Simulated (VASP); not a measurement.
# Tc (P6_3/mmc) in VASP: notebook

The runs below take Tc through single point, with PBE.

Program: VASP 6.6.1. These are calculated values, not measurements. Logs are shortened: lines on timing, memory, paths and dates and some standing lists are left out, and cuts for length are marked.

## 1. The cell of the first run

Symmetry: P6_3/mmc, No. 194, hexagonal system. The conventional cell has a = 2.694 Å, b = 2.694 Å, c = 8.672 Å, α = 90.00°, β = 90.00°, γ = 120.00°. Tc (site symmetry -6m2) has 12 Tc at 2.67 to 2.69 Å within 3.5 Å. Within 3.5 Å of Tc (site symmetry -3m) lie 12 Tc at 2.67 to 2.69 Å.

## 2. Single point, PBE

Input file INCAR:

```
SYSTEM = Tc
ALGO     = Normal         ! electronic algorithm
EDIFF    = 1E-6           ! SCF threshold, eV
ENCUT    = 560            ! plane-wave cutoff, eV
GGA      = PE             ! functional
GGA_COMPAT= .FALSE.      
ISIF     = 2              ! what is computed and relaxed
ISMEAR   = -1             ! smearing method
LASPH    = .TRUE.         ! aspherical terms in the spheres
LCHARG   = .TRUE.         ! write CHGCAR
LELF     = .TRUE.         ! ELF
LREAL    = .FALSE.        ! projectors in reciprocal space
LVHAR    = .TRUE.       
LWAVE    = .FALSE.        ! write WAVECAR
NBANDS   = 38             ! bands
NELM     = 120            ! most SCF steps
PREC     = Accurate       ! precision mode
SIGMA    = 0.05           ! smearing width, eV
```

Input file KPOINTS:

```
k-points
0
G
  11 11 3
  0 0 0
```

Input file POSCAR:

```
Tc
1.0
    2.6942803859      0.0000000000      0.0000000000
   -1.3471401929      2.3333152591      0.0000000000
    0.0000000000      0.0000000000      8.6715590117
Tc
4
Direct
    0.6666666667      0.3333333333      0.7500000000
    0.0000000000      0.0000000000      0.5000000000
    0.3333333333      0.6666666667      0.2500000000
    0.0000000000      0.0000000000      0.0000000000
```

Potentials or basis: VASP PAW PBE potentials, release 64 (Tc_sv).

On the command line:

```bash
$ cat potpaw_PBE.64/Tc_sv/POTCAR > POTCAR
$ mpirun -np 1 vasp_std > vasp.out
```

OUTCAR:

```text
SYSTEM = Tc
   EDIFF = 1E-6
   ENCUT = 560
   GGA = PE
   ISIF = 2
   ISMEAR = -1
   LASPH = .TRUE.
   LREAL = .FALSE.
   NELM = 120
   PREC = Accurate

 ion  position               nearest neighbor table
   1  0.667  0.333  0.750-   2 2.67   4 2.67   2 2.67   4 2.67   2 2.67   4 2.67
   2  0.000  0.000  0.500-   1 2.67   3 2.67   3 2.67   1 2.67   1 2.67   3 2.67
   3  0.333  0.667  0.250-   2 2.67   4 2.67   2 2.67   4 2.67   2 2.67   4 2.67
   4  0.000  0.000  0.000-   1 2.67   3 2.67   3 2.67   1 2.67   1 2.67   3 2.67

  LATTYP: Found a hexagonal cell.
 ALAT       =     2.6942803859
 C/A-ratio  =     3.2185065285

  Lattice vectors:

 A1 = (   2.6942803859,   0.0000000000,   0.0000000000)
 A2 = (  -1.3471401929,   2.3333152591,   0.0000000000)
 A3 = (   0.0000000000,   0.0000000000,   8.6715590117)

Analysis of symmetry for initial positions (statically):
=====================================================================
 Subroutine PRICEL returns:
 Original cell was already a primitive cell.

 Routine SETGRP: Setting up the symmetry group for a
 hexagonal supercell.

 Subroutine GETGRP returns: Found 24 space group operations
 (whereof 12 operations were pure point group operations)
 out of a pool of 24 trial point group operations.

The static configuration has the point symmetry D_3d.
 The point group associated with its full space group is D_6h.

Analysis of symmetry for dynamics (positions and initial velocities):
=====================================================================
 Subroutine PRICEL returns:
 Original cell was already a primitive cell.

 Routine SETGRP: Setting up the symmetry group for a
 hexagonal supercell.

 Subroutine GETGRP returns: Found 24 space group operations
 (whereof 12 operations were pure point group operations)
 out of a pool of 24 trial point group operations.

The dynamic configuration has the point symmetry D_3d.
 The point group associated with its full space group is D_6h.

 Subroutine INISYM returns: Found 24 space group operations
 (whereof 12 operations are pure point group operations),
 and found     1 'primitive' translations

----------------------------------------------------------------------------------------

                                     Primitive cell

  volume of cell :      54.5147

  direct lattice vectors                    reciprocal lattice vectors
     2.694280386  0.000000000  0.000000000     0.371156619  0.214287374  0.000000000
    -1.347140193  2.333315259  0.000000000     0.000000000  0.428574748  0.000000000
     0.000000000  0.000000000  8.671559012     0.000000000  0.000000000  0.115319517

  length of vectors
     2.694280386  2.694280386  8.671559012     0.428574748  0.428574748  0.115319517

  position of ions in fractional coordinates (direct lattice)
     0.666666667  0.333333333  0.750000000
     0.000000000  0.000000000  0.500000000
     0.333333333  0.666666667  0.250000000
     0.000000000  0.000000000  0.000000000

  ion indices of the primitive-cell ions
   primitive index   ion index
                 1           1
                 2           2
                 3           3
                 4           4

----------------------------------------------------------------------------------------

 KPOINTS: k-points

Automatic generation of k-mesh.
 Grid dimensions read from file:
 generate k-points for:   11   11    3

 Generating k-lattice:

  Cartesian coordinates                     Fractional coordinates (reciprocal lattice)
     0.033741511  0.019480670  0.000000000     0.090909091  0.000000000  0.000000000
     0.000000000  0.038961341  0.000000000     0.000000000  0.090909091  0.000000000
     0.000000000  0.000000000  0.038439839     0.000000000  0.000000000  0.333333333

  Length of vectors
     0.038961341  0.038961341  0.038439839

  Shift w.r.t. Gamma in fractional coordinates (k-lattice)
     0.000000000  0.000000000  0.000000000

 Subroutine IBZKPT returns following result:
 ===========================================

 Found     32 irreducible k-points:

 Following reciprocal coordinates:
            Coordinates               Weight
  0.000000  0.000000  0.000000      1.000000
  0.090909  0.000000  0.000000      6.000000
  0.181818  0.000000  0.000000      6.000000
  0.272727  0.000000  0.000000      6.000000
  0.363636  0.000000  0.000000      6.000000
  0.454545  0.000000  0.000000      6.000000
[... 16 lines left out ...]
  0.090909  0.090909  0.333333     12.000000
  0.181818  0.090909  0.333333     24.000000
 [... further k-points ...]
   k-points           NKPTS =     32   k-points in BZ     NKDIM =     32   number of bands    NBANDS=     38
   number of dos      NEDOS =    301   number of ions     NIONS =      4
   total plane-waves  NPLWV =  40320
   dimension x,y,z NGX =    24 NGY =   24 NGZ =   70
   dimension x,y,z NGXF=    48 NGYF=   48 NGZF=  140
   ions per type =               4
   NGX,Y,Z   is equivalent  to a cutoff of  14.81, 14.81, 13.42 a.u.
   NGXF,Y,Z  is equivalent  to a cutoff of  29.62, 29.62, 26.84 a.u.
 SYSTEM =  Tc
   PREC   = accura    normal or accurate (medium, high low for compatibility)
   ISTART =      0    job   : 0-new  1-cont  2-samecut
   ICHARG =      2    charge: 1-file 2-atom 10-const
   ISPIN  =      1    spin polarized calculation?
   LNONCOLLINEAR =      F non collinear calculations
   LSORBIT =      F    spin-orbit coupling
   LASPH  =      T    aspherical Exc in radial PAW
   ENCUT  =  560.0 eV  41.16 Ry    6.42 a.u.   5.20  5.20 16.73*2*pi/ulx,y,z
   NELM   =    120;   NELMIN=  2; NELMDL= -5     # of ELM steps
   EDIFF  = 0.1E-05   stopping-criterion for ELM
   LREAL  =      F    real-space projection
   EDIFFG = 0.1E-04   stopping-criterion for IOM
   NSW    =      0    number of steps for IOM
   IBRION =     -1    ionic relax: 0-MD 1-quasi-New 2-CG
   NFREE  =      0    steps in history (QN), initial steepest desc. (CG)
   ISIF   =      2    stress and relaxation
   ISYM   =      2    0-nonsym 1-usesym 2-fastsym
   POTIM  = 0.5000    time-step for ionic-motion
   TEBEG  =    0.0;   TEEND  =   0.0 temperature during run
   PSTRESS=    0.0 pullay stress
   NELECT =      60.0000    total number of electrons
   NUPDOWN=      -1.0000    fix difference up-down
   EMIN   =  10.00;   EMAX   =-10.00  energy-range for DOS
   EFERMI =   0.00;   METHOD = LEGACY
   ISMEAR =    -1;   SIGMA  =   0.05  broadening in eV -4-tet -1-fermi 0-gaus
   EFERMI_NEDOS =   21; number of points for ismear=-14 and -15
   IALGO  =     38    algorithm
   IMIX   =      4    mixing-type and parameters
     AMIX     =   0.40;   BMIX     =  1.00
     AMIX_MAG =   1.60;   BMIX_MAG =  1.00
  volume/ion in A,a.u.               =      13.63        91.97
  Fermi-wavevector in a.u.,A,eV,Ry     =   1.690262  3.194133 38.871665  2.856987
  Thomas-Fermi vector in A             =   2.772241
   LORBIT       =      0    0 simple, 1 ext, 2 COOP (PROOUT), +10 PAW based schemes
   GGA     = PE    functional components
   LHFCALC =     F    Hartree Fock is set to
   AEXX    =    0.0000 exact exchange contribution
   IVDW    =     0    specifies the selected vdW correction
   LEPSILON=     F    determine dielectric tensor
   LRPA    =     F    only Hartree local field effects (RPA)
 non-spin polarized calculation
  energy-cutoff  :      560.00
  volume of cell :       54.51
 maximum number of plane-waves:      1657
 NGX is ok and might be reduce to    24
   NGX = 11   NGY = 11   NGZ = 33

 number of electron      59.9999999 magnetization

 Free energy of the ion-electron system (eV)
  ---------------------------------------------------
  ext. energy  EPLUGINS =         0.00000000
  ---------------------------------------------------
  free energy    TOTEN  =       -41.26410974 eV

  energy without entropy =      -41.23709709  energy(sigma->0) =      -41.25060341

 E-fermi :  15.8989     XC(G=0): -14.2206

 val. band max:       15.8794405766   @ k =   0.0909   0.0000   0.0000
 cond. band min:      15.9172677745   @ k =   0.3636   0.0000   0.0000
 fundamental gap:      0.0378271979
 Fermi energy:        15.8989287752

 k-point     1 :       0.0000    0.0000    0.0000
  band No.  band energies     occupation
      1     -51.0557      2.00000
      2     -50.9364      2.00000
      3     -50.8851      2.00000
      4     -50.7623      2.00000
      5     -23.7753      2.00000
      6     -23.0741      2.00000
[... 30 lines left out ...]
     37      17.8607      0.00000
     38      17.8607      0.00000

 k-point     2 :       0.0909    0.0000    0.0000
  band No.  band energies     occupation
      1     -51.0374      2.00000
      2     -50.9230      2.00000
      3     -50.8716      2.00000
      4     -50.7539      2.00000
      5     -23.7366      2.00000
      6     -23.0853      2.00000
[... 30 lines left out ...]
     37      17.8121      0.00000
     38      18.0147      0.00000

 k-point     3 :       0.1818    0.0000    0.0000
  band No.  band energies     occupation
      1     -50.9869      2.00000
      2     -50.8867      2.00000
      3     -50.8351      2.00000
      4     -50.7324      2.00000
      5     -23.6274      2.00000
      6     -23.1441      2.00000
[... 30 lines left out ...]
     37      18.3341      0.00000
     38      18.4875      0.00000

 k-point     4 :       0.2727    0.0000    0.0000
  band No.  band energies     occupation
      1     -50.9171      2.00000
      2     -50.8389      2.00000
      3     -50.7869      2.00000
      4     -50.7071      2.00000
      5     -23.4837      2.00000
      6     -23.2950      2.00000
[... 30 lines left out ...]
     37      19.1182      0.00000
     38      19.1233      0.00000
[... 703 lines left out ...]
      4     -50.6902      2.00000
      5     -23.6563      2.00000
      6     -23.6251      2.00000
[... 30 lines left out ...]
     37      19.8438      0.00000
     38      20.6325      0.00000

 k-point    23 :       0.0909    0.0909    0.3333
  band No.  band energies     occupation
      1     -50.9863      2.00000
      2     -50.9417      2.00000
      3     -50.8023      2.00000
      4     -50.7563      2.00000
      5     -23.5853      2.00000
      6     -23.3750      2.00000
[... 30 lines left out ...]
     37      18.2205      0.00000
     38      18.8114      0.00000

 k-point    24 :       0.1818    0.0909    0.3333
  band No.  band energies     occupation
      1     -50.9286      2.00000
      2     -50.8909      2.00000
      3     -50.7688      2.00000
      4     -50.7302      2.00000
      5     -23.4878      2.00000
      6     -23.3736      2.00000
[... 30 lines left out ...]
     37      18.3280      0.00000
     38      18.9390      0.00000

 [... further k-points ...]
[... 5 lines left out ...]
  --------------------------------------------------------------------------------------
  -------------------------------------------------------------------------------------
  Total        6.4401337      6.4401337      6.4240198      0.0000000      0.0000000      0.0000000
  in kB      189.2744831    189.2744830    188.8009002      0.0000000      0.0000000      0.0000000
  external PRESSURE =     189.1166221 kB  Pullay stress =       0.0000000 kB

 VOLUME and BASIS-vectors are now :
 -----------------------------------------------------------------------------
  energy-cutoff  :      560.00
  volume of cell :       54.51
      direct lattice vectors                 reciprocal lattice vectors
     2.694280386  0.000000000  0.000000000     0.371156619  0.214287374  0.000000000
    -1.347140193  2.333315259  0.000000000     0.000000000  0.428574748  0.000000000
     0.000000000  0.000000000  8.671559012     0.000000000  0.000000000  0.115319517

 POSITION                                       TOTAL-FORCE (eV/Angst)
 -----------------------------------------------------------------------------------
      1.34714      0.77777      6.50367        -0.000000      0.000000      0.000000
      0.00000      0.00000      4.33578        -0.000000     -0.000000     -0.000000
     -0.00000      1.55554      2.16789         0.000000     -0.000000     -0.000000
      0.00000      0.00000      0.00000        -0.000000     -0.000000     -0.000000
 -----------------------------------------------------------------------------------
    total drift:                               -0.000000      0.000000     -0.000000

  FREE ENERGIE OF THE ION-ELECTRON SYSTEM (eV)
  ---------------------------------------------------
  free  energy   TOTEN  =       -41.2641097397 eV

  energy  without entropy=      -41.2370970857  energy(sigma->0) =      -41.25060341
```

Run time: 52 s. Hardware: 1 thread of Intel Xeon Platinum 8488C (Sapphire Rapids), shared host; peak memory 0.21 GiB.

What came out:

| Quantity | Value |
| --- | --- |
| Free energy | -41.2641 eV |
| Pressure | 18.9 GPa |
| Band gap on the k mesh | zero (bands 30 and 31 overlap by 3.19 eV) |

Levels at points of the mesh, in eV from the Fermi level:
```
           k point  band 26  band 27  band 28  band 29  band 30  band 31  band 32  band 33  band 34  band 35
(0.00, 0.00, 0.00)    -1.98    -1.69    -1.37    -1.37    -1.24    -1.24     0.30     0.30     1.06     1.06
```

Caveat: the cell stands under pressure.

## 3. Single point, PBE

This run uses another cell than the first one, of 13.68 Å³/atom.

Input file INCAR:

```
PREC = Accurate
ENCUT = 560
EDIFF = 1E-6
ISMEAR = -1
SIGMA = 0.05
LREAL = False
LASPH = True
NELM = 120
ALGO = Normal
ISIF = 2
LWAVE = False
LCHARG = False
GGA = PE
NBANDS = 38
GGA_COMPAT = False
```

Input file KPOINTS:

```
regular mesh
0
Gamma
  11 11 3
```

Input file POSCAR:

```
Tc
1.0
    2.7023324377      0.0000000000      0.0000000000
   -1.3511662188      2.3402885405      0.0000000000
    0.0000000000      0.0000000000      8.6511606616
Tc
4
Direct
    0.6666666667      0.3333333333      0.7500000000
    0.0000000000      0.0000000000      0.5000000000
    0.3333333333      0.6666666667      0.2500000000
    0.0000000000      0.0000000000      0.0000000000
```

Potentials or basis: VASP PAW PBE potentials, release 64 (Tc_sv).

On the command line:

```bash
$ cat potpaw_PBE.64/Tc_sv/POTCAR > POTCAR
$ mpirun -np 1 vasp_std > vasp.out
```

Run time: 58 s. Hardware: 1 thread of Intel Xeon Platinum 8375C at 2.90GHz (Ice Lake), shared host; peak memory 0.21 GiB.

Results (log left out):

```yaml
Free_energy: -41.2870 eV
Pressure: 17.6 GPa
Band_gap_on_the_k_mesh: zero (bands 30 and 31 overlap by 3.16 eV)
```

Stress tensor (GPa, compression positive):
```
16.90  0.00  0.00
 0.00 16.90  0.00
 0.00  0.00 19.03
```

Levels at points of the mesh, in eV from the Fermi level:
```
           k point  band 28  band 29  band 30  band 31  band 32  band 33
(0.00, 0.00, 0.00)    -1.36    -1.36    -1.23    -1.23     0.28     0.28
```

Caveat: the cell stands under pressure.

(Part 1 of 2 ends here.)

The gap in the log of VASP goes by the Fermi energy; the results here count the filled bands.